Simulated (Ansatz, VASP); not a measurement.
## Two plane-wave programs on GaSb

```
Ga Sb
1.0
     0.00000    2.99324    2.99324
     2.99324    0.00000    2.99324
     2.99324    2.99324    0.00000
Ga Sb
1 1
Direct
  0.00000 0.00000 0.00000
  0.25000 0.25000 0.25000
```

Alike in both runs: task single point; functional PBEsol; k mesh 12 × 12 × 12; occupations gaussian, width 0.1 eV; no spin polarisation.

|  | VASP | Ansatz |
| --- | --- | --- |
| version | VASP 6.6.1 | Ansatz 0.2.0 |
| potentials or method | VASP PAW PBE potentials, release 64 (Ga_d, Sb), cutoff 500 eV | scalar-relativistic, plane waves, PAW |
| valence electrons in the cell | 18 | 28 |

```tsv
	VASP	Ansatz	Ansatz less VASP
gap on the k mesh at the Fermi level (eV)	0.47	0.45	-0.015
least direct gap on the mesh (eV)	0.47	0.45	-0.015
pressure (GPa)	3.8	3.7	-0.12
```

VASP's potentials were made for PBE, not for PBEsol. VASP's potentials hold 18 valence electrons a cell and Ansatz's 28, so a difference there can come from the potentials and not from the codes.

Neither program's run includes spin-orbit coupling.
